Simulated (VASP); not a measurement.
Here is a VASP 6.6.1 calculation.

Contents of POSCAR:

```
Si
1.0
    2.4440000000      0.0000000000      0.0000000000
   -1.2220000000      2.1165660868      0.0000000000
    0.0000000000      0.0000000000      4.1520000000
Si
2
Direct
    0.3333333333      0.6666666667      0.2500000000
    0.6666666667      0.3333333333      0.7500000000
```

File INCAR.step1:

```
SYSTEM = Si
ALGO = Normal
EDIFF = 1E-4
ENCUT = 600
GGA = PE
ISMEAR = -1
LASPH = .TRUE.
LCHARG = .FALSE.
LREAL = .FALSE.
LWAVE = .TRUE.
NELM = 100
PREC = Accurate
SIGMA = 0.1
```

INCAR.step2

```
SYSTEM = Si
ALGO = Normal
EDIFF = 1E-6
EDIFFG = -0.03
ENCUT = 600
IBRION = 2
ISIF = 3
ISMEAR = -1
ISTART = 1
LASPH = .TRUE.
LCHARG = .FALSE.
LMIXTAU = .TRUE.
LREAL = .FALSE.
LWAVE = .FALSE.
METAGGA = R2SCAN
NELM = 100
NSW = 80
PREC = Accurate
SIGMA = 0.1
```

Contents of KPOINTS:

```
k-points
0
G
  14 14 7
  0 0 0
```

Potentials or basis: VASP PAW PBE potentials, release 64 (Si).

Command:

```sh
$ cat potpaw_PBE.64/Si/POTCAR > POTCAR
$ cp INCAR.step1 INCAR
$ mpirun -np 1 vasp_std > vasp.out
$ cp INCAR.step2 INCAR
$ mpirun -np 1 vasp_std > vasp.out
```

**Question.** Estimate the relaxed cell.

**Answer.** a = 2.622 Å, b = 2.622 Å, c = 4.616 Å, α = 90.00°, β = 90.00°, γ = 120.00°.

**Question.** What does it give for the band gap on the k mesh?

**Answer.** Zero (bands 4 and 5 overlap by 13.89 eV).

**Question.** Predict the relaxed volume.

**Answer.** 13.74 Å³/atom.

The path:
```
step  energy change (eV)  largest force (eV/Å)  pressure (GPa)  volume (Å³)
   1              0.0000                0.0000           43.09        21.48
   2             -0.4803                0.0000           -9.16        31.76
   3             -0.6237                0.0000            0.05        27.35
   4             -0.6236                0.0000           -0.39        27.48
   5             -0.6283                0.0000           -0.23        27.48
   6             -0.6297                0.0000           -0.03        27.48
   7             -0.6300                0.0000            0.06        27.48
```

Caveat: the volume moved by over 15 % at a fixed basis, so the end points are rough; the PAW data sets were made with another functional, which shifts forces and pressure a little. Zero-point motion and thermal expansion aren't in these numbers.
